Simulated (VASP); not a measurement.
Here is a VASP 6.6.1 calculation.

Contents of INCAR:

```
PREC = Accurate
ENCUT = 520
EDIFF = 1E-6
ISMEAR = -1
SIGMA = 0.05
LREAL = False
LASPH = True
NELM = 60
ALGO = Normal
ISIF = 2
LWAVE = False
LCHARG = False
GGA = PE
NBANDS = 72
```

Contents of KPOINTS:

```
Automatic mesh
0
Gamma
  3 3 2
```

POSCAR

```
LaSn2Au2
1.0
    6.1145760000     -0.2601360000     -1.5264550000
    0.9436100000      4.9739830000     -0.2650250000
    0.4048170000      0.2758040000      7.4950770000
La Sn Au
2 4 4
Direct
    0.4042904181      0.1358649054      0.3866142705
    0.1614220981      0.3190915123      0.8191068346
    0.1071926536      0.8081852087      0.5629475250
    0.5163466363      0.8697873392      0.7484696014
    0.8492307277      0.9788873747      0.2745222120
    0.3163422969      0.8053248336      0.0428129684
    0.7388086524      0.5554858305      0.5535621307
    0.9052418997      0.8955255948      0.8620974401
    0.9906950452      0.4475916233      0.1630734915
    0.5653830904      0.3705283181      0.0818441375
```

Potentials or basis: VASP PAW PBE potentials, release 64 (La, Sn_d, Au).

Launch:

```console
$ cat potpaw_PBE.64/La/POTCAR potpaw_PBE.64/Sn_d/POTCAR potpaw_PBE.64/Au/POTCAR > POTCAR
$ mpirun -np 1 vasp_std > vasp.out
```

Q: Predict the largest force.

A: 2.602 eV/Å.

Q: Estimate the pressure.

A: 18.5 GPa.

Q: Predict the band gap on the k mesh.

A: Zero (bands 61 and 62 overlap by 0.48 eV).

Forces in eV/Å, atoms in the order of the input:
```
La  -0.218  1.856 -0.338
La  -1.037  0.704 -0.176
Sn   0.506 -1.455  0.589
Sn  -0.391 -0.675  1.226
Sn  -0.645  0.409 -2.487
Sn   0.245  0.830  1.762
Au  -0.546 -1.008 -1.249
Au   1.078 -0.097  0.978
Au   0.304  0.413  0.144
Au   0.704 -0.977 -0.449
```

Caveat: the k points lie up to 0.43 Å⁻¹ apart; spin-orbit coupling is left out, which moves the levels of the heavy elements.
